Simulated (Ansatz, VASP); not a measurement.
**Two plane-wave programs on NaGeCl3**

File INCAR:

```
PREC = Accurate
ENCUT = 520
EDIFF = 1E-6
ISMEAR = 0
SIGMA = 0.01
LREAL = False
LASPH = True
NELM = 100
ALGO = Normal
ISIF = 2
LWAVE = False
LCHARG = False
GGA = PE
NBANDS = 29
```

File KPOINTS:

```
regular mesh
0
Gamma
  4 4 4
```

Contents of POSCAR:

```
NaGeCl3
1.0
    5.2767973193      0.0000000000      0.0000000000
    0.0000000000      5.2767973193      0.0000000000
    0.0000000000      0.0000000000      5.2767973193
Na Ge Cl
1 1 3
Direct
    0.0000000000      0.0000000000      0.0000000000
    0.5000000000      0.5000000000      0.5000000000
    0.5000000000      0.5000000000      0.0000000000
    0.5000000000      0.0000000000      0.5000000000
    0.0000000000      0.5000000000      0.5000000000
```

Input for Ansatz:

```yaml
crystal:
  lattice:
    - [5.2767973193, 0.0, 0.0]
    - [0.0, 5.2767973193, 0.0]
    - [0.0, 0.0, 5.2767973193]
  atoms:
    - { symbol: Na, position: [0.0, 0.0, 0.0] }
    - { symbol: Ge, position: [0.5, 0.5, 0.5] }
    - { symbol: Cl, position: [0.5, 0.5, 0.0] }
    - { symbol: Cl, position: [0.5, 0.0, 0.5] }
    - { symbol: Cl, position: [0.0, 0.5, 0.5] }
kpoints:
  mp_grid: { grid: [4, 4, 4] }
hamiltonian:
  xc: pbe
scf:
  occupations: { method: fixed }
  n_extra_bands: 5
output:
  forces: true
  stress: true
  eigenvalues: true
```

Alike in both runs: task single point; functional PBE; k mesh 4 × 4 × 4; no spin polarisation.

|  | VASP | Ansatz |
| --- | --- | --- |
| version | VASP 6.6.1 | Ansatz 0.2.0 |
| potentials or method | VASP PAW PBE potentials, release 64 (Na_pv, Ge_d, Cl) | plane waves, PAW |
| plane-wave cutoff (eV) | 520 | 420 |
| occupations | gaussian, width 0.01 eV | fixed |
| valence electrons in the cell | 42 | 44 |

|  | VASP | Ansatz | Ansatz less VASP |
| --- | --- | --- | --- |
| gap on the k mesh at the Fermi level (eV) | 0.93 | 0.92 | -0.004 |
| pressure (GPa) | -0.6 | -0.5 | +0.04 |

VASP's potentials hold 42 valence electrons a cell and Ansatz's 44, so a difference there can come from the potentials and not from the codes.
